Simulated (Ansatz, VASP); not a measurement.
# Ba: VASP beside Ansatz

INCAR

```
SYSTEM = Ba
PREC = Accurate
ENCUT = 520
EDIFF = 1E-7
ISMEAR = -1
SIGMA = 0.1
LREAL = .FALSE.
LASPH = .TRUE.
NELM = 60
ALGO = Normal
ISIF = 2
LWAVE = .FALSE.
LCHARG = .FALSE.
NBANDS = 17
```

KPOINTS

```
regular mesh
0
G
  9 9 9
  0 0 0
```

POSCAR

```
Ba
1.0
    0.0000000000      3.7377702279      3.7377702279
    3.7377702279      0.0000000000      3.7377702279
    3.7377702279      3.7377702279      0.0000000000
Ba
2
Direct
    0.1250000000      0.1250000000      0.1250000000
    0.8750000000      0.8750000000      0.8750000000
```

Input for Ansatz:

```yaml
crystal:
  lattice:
    - [0.0, 3.7377702279, 3.7377702279]
    - [3.7377702279, 0.0, 3.7377702279]
    - [3.7377702279, 3.7377702279, 0.0]
  atoms:
    - { symbol: Ba, position: [0.125, 0.125, 0.125] }
    - { symbol: Ba, position: [0.875, 0.875, 0.875] }
hamiltonian:
  xc: lda
  pseudopotentials:
    kind: paw
    azcp:
      Ba: "pseudopotentials/Ba.paw.azcp"
basis:
  ecutwfc: 420
  fft_grid_basis: typed
kpoints:
  mp_grid: { grid: [9, 9, 9], shift: [0, 0, 0] }
magnetization:
  spin_polarized: false
scf:
  occupations: { method: fermi_dirac, width: 0.1 }
  lower_state_search: "off"
output:
  stress: true
```

Alike in both runs: task single point; functional LDA; k mesh 9 × 9 × 9; occupations fermi-dirac, width 0.1 eV; no spin polarisation.

```csv
,VASP,Ansatz
version,VASP 6.6.1,Ansatz 0.2.0
potentials or method,"VASP PAW LDA potentials, release 64 (Ba_sv), cutoff 520 eV","plane waves (420 eV) with PAW, scalar-relativistic"
valence electrons in the cell,20,20
```

```tsv
	VASP	Ansatz	Ansatz less VASP
pressure (GPa)	-0.5	-1.1	-0.59
```

Ansatz warns that its potentials were made for another functional, while VASP's fit it. LDA's correlation is that of Perdew and Zunger in VASP and of Perdew and Wang (1992) in Ansatz.

Spin-orbit coupling is off throughout.
